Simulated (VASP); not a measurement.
# Cu (P6/mmm) in VASP: a series of runs, part 2 of 2

VASP 6.6.1.

### Step 3. Relaxation of cell and atoms, PBEsol

This run uses another cell than the first one, of 11.54 Å³/atom.

The input, INCAR:

```
ALGO = Fast
EDIFF = 1E-7
EDIFFG = -0.01
ENCUT = 600
GGA = PS
IBRION = 2
ISIF = 3
ISMEAR = 0
LASPH = True
LCHARG = False
LREAL = False
LWAVE = False
NELM = 60
NSW = 100
PREC = Accurate
SIGMA = 0.1
```

The input, KPOINTS:

```
k-points
0
Gamma
  15 15 18
```

The input, POSCAR:

```
Cu
1.0
    4.0726493730      0.0000000000      0.0000000000
   -2.0363246865      3.5270178177      0.0000000000
    0.0000000000      0.0000000000      2.4098533003
Cu
3
Direct
    0.0000000000      0.0000000000      0.0000000000
    0.3333333333      0.6666666667      0.5000000000
    0.6666666667      0.3333333333      0.5000000000
```

Potentials or basis: VASP PAW PBE potentials, release 64 (Cu).

Started as:

```bash
cat potpaw_PBE.64/Cu/POTCAR > POTCAR
mpirun -np 1 vasp_std > vasp.out
```

OUTCAR:

```text
EDIFF = 1E-7
   EDIFFG = -0.01
   ENCUT = 600
   GGA = PS
   IBRION = 2
   ISIF = 3
   ISMEAR = 0
   LASPH = True
   LREAL = False
   NELM = 60
   NSW = 100
   PREC = Accurate

 ion  position               nearest neighbor table
   1  0.000  0.000  0.000-   2 2.64   3 2.64   2 2.64   3 2.64   2 2.64   2 2.64   3 2.64   3 2.64
                             3 2.64   3 2.64   2 2.64   2 2.64
   2  0.333  0.667  0.500-   3 2.35   3 2.35   3 2.35   1 2.64   1 2.64   1 2.64   1 2.64   1 2.64
                             1 2.64
   3  0.667  0.333  0.500-   2 2.35   2 2.35   2 2.35   1 2.64   1 2.64   1 2.64   1 2.64   1 2.64
                             1 2.64

  LATTYP: Found a hexagonal cell.
 ALAT       =     4.0726493730
 C/A-ratio  =     0.5917163693

  Lattice vectors:

 A1 = (   4.0726493730,   0.0000000000,   0.0000000000)
 A2 = (  -2.0363246865,   3.5270178177,   0.0000000000)
 A3 = (   0.0000000000,   0.0000000000,   2.4098533003)

Analysis of symmetry for initial positions (statically):
=====================================================================
 Subroutine PRICEL returns:
 Original cell was already a primitive cell.

 Routine SETGRP: Setting up the symmetry group for a
 hexagonal supercell.

 Subroutine GETGRP returns: Found 24 space group operations
[... 173 lines left out ...]

  FORCE on cell =-STRESS in cart. coord.  units (eV):
  Direction    XX          YY          ZZ          XY          YZ          ZX
  --------------------------------------------------------------------------------------
  -------------------------------------------------------------------------------------
  Total       -0.1357151     -0.1357151      0.6400719      0.0000000      0.0000000      0.0000000
  in kB       -6.2815034     -6.2815034     29.6253898      0.0000000      0.0000000      0.0000000
  external PRESSURE =       5.6874610 kB  Pullay stress =       0.0000000 kB
[... 172 lines left out ...]
--------------------------------------- Ionic step        6  -------------------------------------------

 number of electron      33.0000005 magnetization

 Free energy of the ion-electron system (eV)
  ---------------------------------------------------
  ext. energy  EPLUGINS =         0.00000000
  ---------------------------------------------------
  free energy    TOTEN  =       -12.67498730 eV

  energy without entropy =      -12.67084762  energy(sigma->0) =      -12.67291746

 E-fermi :   7.6794     XC(G=0): -13.0207

 val. band max:        7.6775631870   @ k =   0.4667   0.0667   0.1111
 cond. band min:       7.6819509632   @ k =   0.4000  -0.0000   0.0556
 fundamental gap:      0.0043877761
 Fermi energy:         7.6793564113

 k-point     1 :       0.0000    0.0000    0.0000
  band No.  band energies     occupation
      1      -1.8816      2.00000
      2       2.9759      2.00000
      3       3.9112      2.00000
      4       3.9112      2.00000
      5       3.9683      2.00000
      6       3.9683      2.00000
[... 541 lines left out ...]
     19      14.2701      0.00000
     20      18.7125      0.00000

 [... further k-points ...]
[... 5 lines left out ...]
  --------------------------------------------------------------------------------------
  -------------------------------------------------------------------------------------
  Total        0.0003774      0.0003774     -0.0112966      0.0000000     -0.0000000      0.0000000
  in kB        0.0174177      0.0174177     -0.5214112      0.0000000     -0.0000000      0.0000000
  external PRESSURE =      -0.1621920 kB  Pullay stress =       0.0000000 kB
[... 18 lines left out ...]
  FREE ENERGIE OF THE ION-ELECTRON SYSTEM (eV)
  ---------------------------------------------------
  free  energy   TOTEN  =       -12.6749873020 eV

  energy  without entropy=      -12.6708476242  energy(sigma->0) =      -12.67291746

 reached required accuracy - stopping structural energy minimisation
```

OSZICAR:

```text
N       E                     dE             d eps       ncg     rms          rms(c)
DAV:   1     0.236440947748E+03    0.23644E+03   -0.16782E+04 11232   0.325E+03
DAV:   2    -0.115493130138E+01   -0.23760E+03   -0.23075E+03 10800   0.416E+02
DAV:   3    -0.156377496302E+02   -0.14483E+02   -0.13168E+02 11532   0.159E+02
[... 64 lines left out ...]
RMM:   5    -0.126749852314E+02    0.19236E-04   -0.89465E-05 11036   0.140E-01    0.815E-03
RMM:   6    -0.126749863203E+02   -0.10889E-05   -0.23274E-05 11397   0.729E-02    0.351E-03
RMM:   7    -0.126749872569E+02   -0.93652E-06   -0.68005E-06 11601   0.273E-02    0.257E-03
RMM:   8    -0.126749872579E+02   -0.10286E-08   -0.15425E-06  9926   0.193E-02    0.976E-04
RMM:   9    -0.126749873020E+02   -0.44142E-07   -0.65292E-07  8492   0.775E-03
   6 F= -.12674987E+02 E0= -.12672917E+02  d E =-.182226E-03
```

Run time: 12 min. Hardware: 1 thread of AMD EPYC 7R13, shared host; peak memory 0.32 GiB.

What came out:

```yaml
Free_energy: -12.6750 eV
Relaxed_volume: 11.57 Å³/atom
Relaxed_cell: a = 4.058 Å, b = 4.058 Å, c = 2.434 Å, α = 90.00°, β = 90.00°, γ = 120.00°
Space_group_after_relaxing_to_0.1_Å: P6/mmm (No. 191)
Energy_gained_by_relaxing: 1.2 meV/atom
Ionic_steps: 6
Pressure_after_relaxing: 0.0 GPa
Band_gap_on_the_k_mesh: zero (an odd number of electrons rules out a gap without spin polarisation)
```

Step by step:
```
step  energy change (eV)  largest force (eV/Å)  pressure (GPa)  volume (Å³)
   1              0.0000                0.0000            0.57        34.62
   2             -0.0033                0.0000           -0.36        34.82
   3             -0.0033                0.0000           -0.47        34.82
   4             -0.0033                0.0000           -0.48        34.81
   5             -0.0034                0.0000            0.22        34.66
   6             -0.0035                0.0000           -0.02        34.71
```

Final structure:
```xyz
3
Lattice="4.0582 0.0000 0.0000 -2.0291 3.5145 0.0000 0.0000 0.0000 2.4338" Properties=species:S:1:pos:R:3 pbc="T T T"
Cu    0.0000    0.0000    0.0000
Cu    0.0000    2.3430    1.2169
Cu    2.0291    1.1715    1.2169
```

Levels at points of the mesh, in eV from the Fermi level:
| k point | band 12 | band 13 | band 14 | band 15 | band 16 | band 17 | band 18 | band 19 | band 20 |
| --- | --- | --- | --- | --- | --- | --- | --- | --- | --- |
| (0.00, 0.00, 0.00) | -2.46 | -2.41 | -2.41 | -1.59 | -1.59 | 4.57 | 4.57 | 4.59 | 4.59 |
| (0.00, 0.00, 0.50) | -1.91 | -1.74 | -1.74 | -1.29 | -0.30 | 0.35 | 8.32 | 8.70 | 8.70 |

Caveat: the PAW data sets were made with another functional, which shifts forces and pressure a little.
